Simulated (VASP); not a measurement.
Runs of VASP 6.6.1 on Si4GePt. The structure is that of space group Cmmm (No. 65), or close to it. The cells are those of the table. 

```tsv
task	cell	k mesh	cutoff (eV)	gap on the mesh (eV)	pressure (GPa)	largest force (eV/Å)
single point	a = 5.151, b = 5.151, c = 4.098 Å, angles 90.0, 90.0, 110.5°, 6 atoms	4 × 4 × 4	520	none	0.0	-
single point	a = 5.239, b = 5.239, c = 4.016 Å, angles 90.0, 90.0, 112.0°, 6 atoms	8 × 8 × 10	520	none	(a)	0.01
single point	a = 4.934, b = 4.934, c = 4.154 Å, angles 90.0, 90.0, 116.2°, 6 atoms	4 × 4 × 4	520	none	15.6	0.92
relaxation of cell and atoms	relaxed from a = 4.934, b = 4.934, c = 4.154 Å, angles 90.0, 90.0, 116.2°, 6 atoms	4 × 4 × 4	600	none	0.0	0.03
```

Alike in all rows: level PBE; potentials or basis VASP PAW PBE potentials, release 64 (Si, Ge_d, Pt); no spin polarisation; smearing gaussian 0.1 eV.

Q: Fill in the values left out.

A: (a) -0.1.

Caveats: some runs use coarse meshes; spin-orbit coupling is left out, which moves the levels of the heavy elements.

A k mesh can miss the band edges, and the runs leave out spin-orbit coupling on Ge, Pt.

A gap of «none» marks levels without a gap at the run's occupations.
